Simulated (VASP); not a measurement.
# BeS (I-4m2) in VASP: further runs, part 2 of 2

VASP 6.6.1. Earlier steps stand in the parts before.

### Step 3. Single point, PBEsol (13.81 Å³/atom)

Input file INCAR:

```
ALGO = Normal ; EDIFF = 1E-6
ENCUT = 520 ; GGA = PS
ISIF = 2 ; ISMEAR = 0
LASPH = T ; LCHARG = T
LELF = T ; LREAL = F
LVHAR = T ; LWAVE = F
NBANDS = 11 ; NELM = 60
PREC = Accurate ; SIGMA = 0.05
```

Input file KPOINTS:

```
k-points
0
Gamma
  10 10 10
```

Input file POSCAR:

```
BeS
1.0
    0.0000000000      2.4513484194      2.3739574079
    2.3739574079      0.0000000000      2.3739574079
    2.3739574079      2.4513484194      0.0000000000
Be S
1 1
Direct
    0.0000000000      0.0000000000      0.0000000000
    0.7500000000      0.7500000000      0.7500000000
```

Potentials or basis: VASP PAW PBE potentials, release 64 (Be, S).

Launch:

```
cat potpaw_PBE.64/Be/POTCAR potpaw_PBE.64/S/POTCAR > POTCAR
mpirun -np 1 vasp_std > vasp.out
```

OUTCAR:

```text
EDIFF = 1E-6
   ENCUT = 520
   GGA = PS
   ISIF = 2
   ISMEAR = 0
   LASPH = T
   LREAL = F
   NELM = 60
   PREC = Accurate

 ion  position               nearest neighbor table
   1  0.000  0.000  0.000-   2 2.08   2 2.08   2 2.08   2 2.08
   2  0.750  0.750  0.750-   1 2.08   1 2.08   1 2.08   1 2.08

  LATTYP: Found a body centered tetragonal cell.
 ALAT       =     3.3572827627
 C/A-ratio  =     1.4603169245

  Lattice vectors:

 A1 = (   0.0000000000,  -2.4513484194,   2.3739574079)
 A2 = (   0.0000000000,  -2.4513484194,  -2.3739574079)
 A3 = (   2.3739574079,   2.4513484194,   0.0000000000)

Analysis of symmetry for initial positions (statically):
=====================================================================
 Subroutine PRICEL returns:
 Original cell was already a primitive cell.

 Routine SETGRP: Setting up the symmetry group for a
 body centered tetragonal supercell.

 Subroutine GETGRP returns: Found  8 space group operations
 (whereof  8 operations were pure point group operations)
 out of a pool of 16 trial point group operations.

The static configuration has the point symmetry D_2d.

Analysis of symmetry for dynamics (positions and initial velocities):
=====================================================================
 Subroutine PRICEL returns:
 Original cell was already a primitive cell.

 Routine SETGRP: Setting up the symmetry group for a
 body centered tetragonal supercell.

 Subroutine GETGRP returns: Found  8 space group operations
 (whereof  8 operations were pure point group operations)
 out of a pool of 16 trial point group operations.

The dynamic configuration has the point symmetry D_2d.

 Subroutine INISYM returns: Found  8 space group operations
 (whereof  8 operations are pure point group operations),
 and found     1 'primitive' translations

----------------------------------------------------------------------------------------

                                     Primitive cell
[... 114 lines left out ...]
  Thomas-Fermi vector in A             =   2.219096
   LORBIT       =      0    0 simple, 1 ext, 2 COOP (PROOUT), +10 PAW based schemes
   GGA     = PS    functional components
   LHFCALC =     F    Hartree Fock is set to
   AEXX    =    0.0000 exact exchange contribution
   IVDW    =     0    specifies the selected vdW correction
   LEPSILON=     F    determine dielectric tensor
   LRPA    =     F    only Hartree local field effects (RPA)
 non-spin polarized calculation
 Gauss-broadening in eV      SIGMA  =   0.05
  energy-cutoff  :      520.00
  volume of cell :       27.63
 maximum number of plane-waves:       755
 NGX is ok and might be reduce to    28
   NGX = 13   NGY = 13   NGZ = 13

 number of electron       8.0000001 magnetization

 Free energy of the ion-electron system (eV)
  ---------------------------------------------------
  ext. energy  EPLUGINS =         0.00000000
  ---------------------------------------------------
  free energy    TOTEN  =       -10.55244509 eV

  energy without entropy =      -10.55244509  energy(sigma->0) =      -10.55244509

 E-fermi :   4.7986     XC(G=0): -10.0320

 val. band max:        4.5421614812   @ k =   0.0000   0.0000   0.0000
 cond. band min:       7.2506167100   @ k =   0.5000   0.5000   0.0000
 fundamental gap:      2.7084552288
 Fermi energy:         4.7985824763

 k-point     1 :       0.0000    0.0000    0.0000
  band No.  band energies     occupation
      1      -9.4565      2.00000
      2       4.3558      2.00000
      3       4.5422      2.00000
      4       4.5422      2.00000
      5      10.0677      0.00000
      6      10.0677      0.00000
      7      10.1081      0.00000
      8      10.4490      0.00000
      9      16.9436      0.00000
     10      17.7084      0.00000
     11      19.4060      0.00000
[... 309 lines left out ...]
 k-point    24 :       0.4000    0.3000   -0.0000
  band No.  band energies     occupation
      1      -7.7218      2.00000
      2       0.1948      2.00000
      3       1.8551      2.00000
      4       2.0923      2.00000
      5       8.2899      0.00000
      6      10.1325      0.00000
      7      14.4672      0.00000
      8      15.1238      0.00000
      9      18.5605      0.00000
     10      19.8734      0.00000
     11      21.6316      0.00000

 [... further k-points ...]
[... 5 lines left out ...]
  --------------------------------------------------------------------------------------
  -------------------------------------------------------------------------------------
  Total        0.6397733      0.0779006      0.6397733      0.0000000      0.0000000      0.0000000
  in kB       37.0984533      4.5172109     37.0984533      0.0000000      0.0000000      0.0000000
  external PRESSURE =      26.2380392 kB  Pullay stress =       0.0000000 kB

 VOLUME and BASIS-vectors are now :
 -----------------------------------------------------------------------------
  energy-cutoff  :      520.00
  volume of cell :       27.63
      direct lattice vectors                 reciprocal lattice vectors
     0.000000000  2.451348419  2.373957408    -0.210618775  0.203969373  0.210618775
     2.373957408  0.000000000  2.373957408     0.210618775 -0.203969373  0.210618775
     2.373957408  2.451348419  0.000000000     0.210618775  0.203969373 -0.210618775

 POSITION                                       TOTAL-FORCE (eV/Angst)
 -----------------------------------------------------------------------------------
      0.00000      0.00000      0.00000         0.000000     -0.000000      0.000000
      3.56094      3.67702      3.56094        -0.000000      0.000000     -0.000000
 -----------------------------------------------------------------------------------
    total drift:                                0.000000     -0.000000      0.000000

  FREE ENERGIE OF THE ION-ELECTRON SYSTEM (eV)
  ---------------------------------------------------
  free  energy   TOTEN  =       -10.5524450921 eV

  energy  without entropy=      -10.5524450921  energy(sigma->0) =      -10.55244509
```

OSZICAR:

```text
N       E                     dE             d eps       ncg     rms          rms(c)
DAV:   1     0.196291784503E+02    0.19629E+02   -0.38825E+03  2260   0.623E+02
DAV:   2    -0.960893507983E+01   -0.29238E+02   -0.27806E+02  2928   0.116E+02
DAV:   3    -0.107482833309E+02   -0.11393E+01   -0.11369E+01  2937   0.231E+01
DAV:   4    -0.107550106477E+02   -0.67273E-02   -0.67261E-02  2767   0.203E+00
DAV:   5    -0.107550635746E+02   -0.52927E-04   -0.52926E-04  2940   0.177E-01    0.560E+00
DAV:   6    -0.106055440560E+02    0.14952E+00   -0.10901E-01  2623   0.156E+00    0.369E+00
DAV:   7    -0.105521239978E+02    0.53420E-01   -0.12150E-01  2732   0.175E+00    0.785E-01
DAV:   8    -0.105523981089E+02   -0.27411E-03   -0.57440E-03  2837   0.421E-01    0.150E-01
DAV:   9    -0.105524371937E+02   -0.39085E-04   -0.31837E-04  2735   0.117E-01    0.496E-02
DAV:  10    -0.105524408594E+02   -0.36658E-05   -0.32170E-05  2908   0.272E-02    0.122E-02
DAV:  11    -0.105524449695E+02   -0.41101E-05   -0.71980E-06  2634   0.160E-02    0.604E-03
DAV:  12    -0.105524450921E+02   -0.12255E-06   -0.13149E-07  1563   0.267E-03
   1 F= -.10552445E+02 E0= -.10552445E+02  d E =-.213391E-15
```

Wall time 16 s (1 thread of Intel Xeon Platinum 8559C (Emerald Rapids), shared host); peak memory 0.17 GiB.

What came out:

```
Free energy            : -10.5524 eV
Pressure               : 2.6 GPa
Band gap on the k mesh : 2.71 eV (least direct gap 5.53 eV)
```

Caveat: the PAW data sets were made with another functional, which shifts forces and pressure a little.

### Step 4. Single point, PBEsol (13.81 Å³/atom)

Input file INCAR:

```
SYSTEM = BeS
ALGO = Normal ; EDIFF = 1E-7
ENCUT = 520 ; GGA = PS
ISIF = 2 ; ISMEAR = 0
LASPH = .TRUE. ; LCHARG = .FALSE.
LREAL = .FALSE. ; LWAVE = .FALSE.
NBANDS = 11 ; NELM = 100
PREC = Accurate ; SIGMA = 0.05
```

Input file KPOINTS:

```
k-points
0
G
  10 10 10
  0 0 0
```

Input file POSCAR:

```
BeS
1.0
    0.0000000000      2.5042407707      2.3487533021
    2.3487533021      0.0000000000      2.3487533021
    2.3487533021      2.5042407707      0.0000000000
Be S
1 1
Direct
    0.0000000000      0.0000000000      0.0000000000
    0.7500000000      0.7500000000      0.7500000000
```

Potentials or basis: VASP PAW PBE potentials, release 64 (Be, S).

Launch:

```
cat potpaw_PBE.64/Be/POTCAR potpaw_PBE.64/S/POTCAR > POTCAR
mpirun -np 1 vasp_std > vasp.out
```

OUTCAR:

```text
SYSTEM = BeS
   EDIFF = 1E-7
   ENCUT = 520
   GGA = PS
   ISIF = 2
   ISMEAR = 0
   LASPH = .TRUE.
   LREAL = .FALSE.
   NELM = 100
   PREC = Accurate

 ion  position               nearest neighbor table
   1  0.000  0.000  0.000-   2 2.08   2 2.08   2 2.08   2 2.08
   2  0.750  0.750  0.750-   1 2.08   1 2.08   1 2.08   1 2.08

  LATTYP: Found a body centered tetragonal cell.
 ALAT       =     3.3216387745
 C/A-ratio  =     1.5078345002

  Lattice vectors:

 A1 = (   0.0000000000,  -2.5042407707,   2.3487533021)
 A2 = (   0.0000000000,  -2.5042407707,  -2.3487533021)
 A3 = (   2.3487533021,   2.5042407707,   0.0000000000)

Analysis of symmetry for initial positions (statically):
=====================================================================
 Subroutine PRICEL returns:
 Original cell was already a primitive cell.

 Routine SETGRP: Setting up the symmetry group for a
 body centered tetragonal supercell.

 Subroutine GETGRP returns: Found  8 space group operations
 (whereof  8 operations were pure point group operations)
 out of a pool of 16 trial point group operations.

The static configuration has the point symmetry D_2d.

Analysis of symmetry for dynamics (positions and initial velocities):
=====================================================================
 Subroutine PRICEL returns:
 Original cell was already a primitive cell.

 Routine SETGRP: Setting up the symmetry group for a
 body centered tetragonal supercell.

 Subroutine GETGRP returns: Found  8 space group operations
 (whereof  8 operations were pure point group operations)
 out of a pool of 16 trial point group operations.

The dynamic configuration has the point symmetry D_2d.

 Subroutine INISYM returns: Found  8 space group operations
 (whereof  8 operations are pure point group operations),
 and found     1 'primitive' translations

----------------------------------------------------------------------------------------

                                     Primitive cell
[... 114 lines left out ...]
  Thomas-Fermi vector in A             =   2.219096
   LORBIT       =      0    0 simple, 1 ext, 2 COOP (PROOUT), +10 PAW based schemes
   GGA     = PS    functional components
   LHFCALC =     F    Hartree Fock is set to
   AEXX    =    0.0000 exact exchange contribution
   IVDW    =     0    specifies the selected vdW correction
   LEPSILON=     F    determine dielectric tensor
   LRPA    =     F    only Hartree local field effects (RPA)
 non-spin polarized calculation
 Gauss-broadening in eV      SIGMA  =   0.05
  energy-cutoff  :      520.00
  volume of cell :       27.63
 maximum number of plane-waves:       757
 NGX is ok and might be reduce to    28
   NGX = 13   NGY = 13   NGZ = 13

 number of electron       8.0000001 magnetization

 Free energy of the ion-electron system (eV)
  ---------------------------------------------------
  ext. energy  EPLUGINS =         0.00000000
  ---------------------------------------------------
  free energy    TOTEN  =       -10.53387903 eV

  energy without entropy =      -10.53387903  energy(sigma->0) =      -10.53387903

 E-fermi :   4.8374     XC(G=0): -10.0342

 val. band max:        4.6162068977   @ k =   0.0000   0.0000   0.0000
 cond. band min:       7.1765070322   @ k =   0.5000   0.5000   0.0000
 fundamental gap:      2.5603001345
 Fermi energy:         4.8374322078

 k-point     1 :       0.0000    0.0000    0.0000
  band No.  band energies     occupation
      1      -9.4514      2.00000
      2       4.2205      2.00000
      3       4.6162      2.00000
      4       4.6162      2.00000
      5      10.0810      0.00000
      6      10.0810      0.00000
      7      10.1618      0.00000
      8      10.4331      0.00000
      9      16.5114      0.00000
     10      18.0895      0.00000
     11      19.4226      0.00000
[... 309 lines left out ...]
 k-point    24 :       0.4000    0.3000    0.0000
  band No.  band energies     occupation
      1      -7.6758      2.00000
      2       0.2389      2.00000
      3       1.8270      2.00000
      4       2.0375      2.00000
      5       8.2345      0.00000
      6      10.0715      0.00000
      7      14.1109      0.00000
      8      15.4466      0.00000
      9      18.5256      0.00000
     10      19.7347      0.00000
     11      21.7684      0.00000

 [... further k-points ...]
[... 5 lines left out ...]
  --------------------------------------------------------------------------------------
  -------------------------------------------------------------------------------------
  Total        0.8410343     -0.3464933      0.8410343      0.0000000      0.0000000      0.0000000
  in kB       48.7689475    -20.0920662     48.7689475      0.0000000      0.0000000      0.0000000
  external PRESSURE =      25.8152763 kB  Pullay stress =       0.0000000 kB

 VOLUME and BASIS-vectors are now :
 -----------------------------------------------------------------------------
  energy-cutoff  :      520.00
  volume of cell :       27.63
      direct lattice vectors                 reciprocal lattice vectors
     0.000000000  2.504240771  2.348753302    -0.212878892  0.199661313  0.212878892
     2.348753302  0.000000000  2.348753302     0.212878892 -0.199661313  0.212878892
     2.348753302  2.504240771  0.000000000     0.212878892  0.199661313 -0.212878892

 POSITION                                       TOTAL-FORCE (eV/Angst)
 -----------------------------------------------------------------------------------
      0.00000      0.00000      0.00000         0.000000     -0.000000      0.000000
      3.52313      3.75636      3.52313        -0.000000      0.000000     -0.000000
 -----------------------------------------------------------------------------------
    total drift:                               -0.000000      0.000000     -0.000000

  FREE ENERGIE OF THE ION-ELECTRON SYSTEM (eV)
  ---------------------------------------------------
  free  energy   TOTEN  =       -10.5338790279 eV

  energy  without entropy=      -10.5338790279  energy(sigma->0) =      -10.53387903
```

OSZICAR:

```text
N       E                     dE             d eps       ncg     rms          rms(c)
DAV:   1     0.184889867238E+02    0.18489E+02   -0.38627E+03  2244   0.625E+02
DAV:   2    -0.965050469610E+01   -0.28139E+02   -0.26993E+02  3001   0.116E+02
DAV:   3    -0.107295503000E+02   -0.10790E+01   -0.10773E+01  2917   0.225E+01
DAV:   4    -0.107353982051E+02   -0.58479E-02   -0.58470E-02  2761   0.191E+00
DAV:   5    -0.107354474745E+02   -0.49269E-04   -0.49269E-04  2978   0.173E-01    0.561E+00
DAV:   6    -0.105864927425E+02    0.14895E+00   -0.11001E-01  2629   0.156E+00    0.369E+00
DAV:   7    -0.105335828536E+02    0.52910E-01   -0.12053E-01  2721   0.174E+00    0.794E-01
DAV:   8    -0.105338348022E+02   -0.25195E-03   -0.57767E-03  2828   0.420E-01    0.149E-01
DAV:   9    -0.105338710162E+02   -0.36214E-04   -0.32029E-04  2777   0.117E-01    0.486E-02
DAV:  10    -0.105338749402E+02   -0.39240E-05   -0.32101E-05  2888   0.273E-02    0.120E-02
DAV:  11    -0.105338788221E+02   -0.38819E-05   -0.70960E-06  2643   0.158E-02    0.597E-03
DAV:  12    -0.105338789428E+02   -0.12068E-06   -0.13943E-07  2820   0.269E-03    0.214E-03
DAV:  13    -0.105338790279E+02   -0.85065E-07   -0.41993E-08  1608   0.103E-03
   1 F= -.10533879E+02 E0= -.10533879E+02  d E =-.177649E-12
```

Run time: 16 s. Hardware: 1 thread of Intel Xeon Platinum 8559C (Emerald Rapids), shared host; peak memory 0.16 GiB.

Results:

```yaml
Free_energy: -10.5339 eV
Pressure: 2.6 GPa
Band_gap_on_the_k_mesh: 2.56 eV (least direct gap 5.46 eV)
```

Stress tensor (GPa, compression positive):
```
 4.88  0.00  0.00
 0.00 -2.01  0.00
 0.00  0.00  4.88
```

Caveat: the PAW data sets were made with another functional, which shifts forces and pressure a little.

### Step 5. Single point, PBEsol (13.81 Å³/atom)

Input file INCAR:

```
PREC = Accurate
ENCUT = 520
EDIFF = 1E-6
ISMEAR = 0
SIGMA = 0.05
LREAL = False
LASPH = True
NELM = 100
ALGO = Normal
ISIF = 2
LWAVE = False
LCHARG = False
GGA = PS
NBANDS = 11
```

Input file KPOINTS:

```
regular mesh
0
Gamma
  10 10 10
```

Input file POSCAR:

```
BeS
1.0
    0.0000000000      2.3486599939      2.4252994568
    2.4252994568      0.0000000000      2.4252994568
    2.4252994568      2.3486599939      0.0000000000
Be S
1 1
Direct
    0.0000000000      0.0000000000      0.0000000000
    0.7500000000      0.7500000000      0.7500000000
```

Launch:

```
cat potpaw_PBE.64/Be/POTCAR potpaw_PBE.64/S/POTCAR > POTCAR
mpirun -np 1 vasp_std > vasp.out
```

Wall time 16 s (1 thread of Intel Xeon Platinum 8559C (Emerald Rapids), shared host); peak memory 0.16 GiB.

Results (log left out):

```yaml
Free_energy: -10.5529 eV
Pressure: 2.6 GPa
Band_gap_on_the_k_mesh: 2.58 eV (least direct gap 5.46 eV)
```

Stress tensor (GPa, compression positive):
```
1.66 0.00 0.00
0.00 4.55 0.00
0.00 0.00 1.66
```

Levels at points of the mesh, in eV from the valence-band top:
```
           k point  band 1  band 2  band 3  band 4  band 5  band 6  band 7  band 8  band 9
(0.00, 0.00, 0.00)  -14.05   -0.16   -0.16    0.00    5.46    5.51    5.51    5.86   12.39
(0.50, 0.00, 0.00)  -12.32   -6.18   -1.35   -1.05    5.31    6.21    6.59   11.02   14.68
(0.50, 0.50, 0.00)  -11.79   -5.42   -2.83   -2.77    2.84    4.78   12.76   12.91   15.56
(0.50, 0.00, 0.50)  -11.63   -5.19   -3.07   -3.07    2.58    4.47   12.89   12.89   15.99
```

Caveat: the PAW data sets were made with another functional, which shifts forces and pressure a little. As with any semilocal functional, this PBEsol gap is likely too small.

### Step 6. Overview

```tsv
cell	gap on the mesh (eV)	pressure (GPa)
a = 3.403, b = 3.375 Å, angles 60.3, 59.5, 60.3°, 2 atoms	2.78	2.6
a = 3.412, b = 3.357 Å, angles 60.5, 58.9, 60.5°, 2 atoms	2.71	2.6
a = 3.433, b = 3.322 Å, angles 61.1, 57.9, 61.1°, 2 atoms	2.56	2.6
a = 3.376, b = 3.430 Å, angles 59.5, 61.1, 59.5°, 2 atoms	2.58	2.6
```

Alike in all rows: task single point; level PBEsol; potentials or basis VASP PAW PBE potentials, release 64 (Be, S); no spin polarisation; k mesh 10 × 10 × 10; cutoff (eV) 520; smearing gaussian 0.05 eV.

Caveats: the PAW data sets were made with another functional, which shifts forces and pressure a little.

Absolute energies hang on the potentials; compare differences alone.
